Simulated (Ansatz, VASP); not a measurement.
**Mo in VASP and in Ansatz**

INCAR

```
PREC = Accurate
ENCUT = 520
EDIFF = 1E-6
ISMEAR = -1
SIGMA = 0.1
LREAL = False
LASPH = True
NELM = 60
ALGO = Normal
ISIF = 2
LWAVE = False
LCHARG = True
GGA = B5
ALDAX = 1.0
AGGAX = 1.0
AGGAC = 1.0
ALDAC = 0.0
LELF = True
LVHAR = True
NBANDS = 21
```

KPOINTS

```
Automatic mesh
0
Gamma
  15 15 7
```

Contents of POSCAR:

```
Mo
1.0
    2.8275354637      0.0000000000      0.0000000000
   -1.4137677318      2.4487175416      0.0000000000
    0.0000000000      0.0000000000      5.0399581476
Mo
2
Direct
    0.3333333333      0.6666666667      0.2500000000
    0.6666666667      0.3333333333      0.7500000000
```

Input for Ansatz:

```yaml
crystal:
  lattice:
    - [2.8275354637, 0.0, 0.0]
    - [-1.4137677318, 2.4487175416, 0.0]
    - [0.0, 0.0, 5.0399581476]
  atoms:
    - { symbol: Mo, position: [0.3333333333, 0.6666666667, 0.25] }
    - { symbol: Mo, position: [0.6666666667, 0.3333333333, 0.75] }
hamiltonian:
  xc: blyp
  pseudopotentials:
    kind: paw
    azcp:
      Mo: "pseudopotentials/Mo.paw.azcp"
basis:
  ecutwfc: 420
  fft_grid_basis: typed
kpoints:
  mp_grid: { grid: [15, 15, 7], shift: [0, 0, 0] }
magnetization:
  spin_polarized: false
scf:
  occupations: { method: fermi_dirac, width: 0.1 }
  lower_state_search: "off"
output:
  stress: true
```

Alike in both runs: task single point; functional BLYP; k mesh 15 × 15 × 7; occupations fermi-dirac, width 0.1 eV; no spin polarisation.

|  | VASP | Ansatz |
| --- | --- | --- |
| version | VASP 6.6.1 | Ansatz 0.2.0 |
| potentials or method | VASP PAW PBE potentials, release 64 (Mo_sv), cutoff 520 eV | plane waves (420 eV) with PAW, scalar-relativistic |
| valence electrons in the cell | 28 | 28 |

|  | VASP | Ansatz | Ansatz less VASP |
| --- | --- | --- | --- |
| pressure (GPa) | -7.1 | -7.7 | -0.68 |
| traceless stress, the component that is largest in VASP (GPa) | 0.99 | 1.15 | +0.157 |

VASP's potentials were made for PBE, not for BLYP.
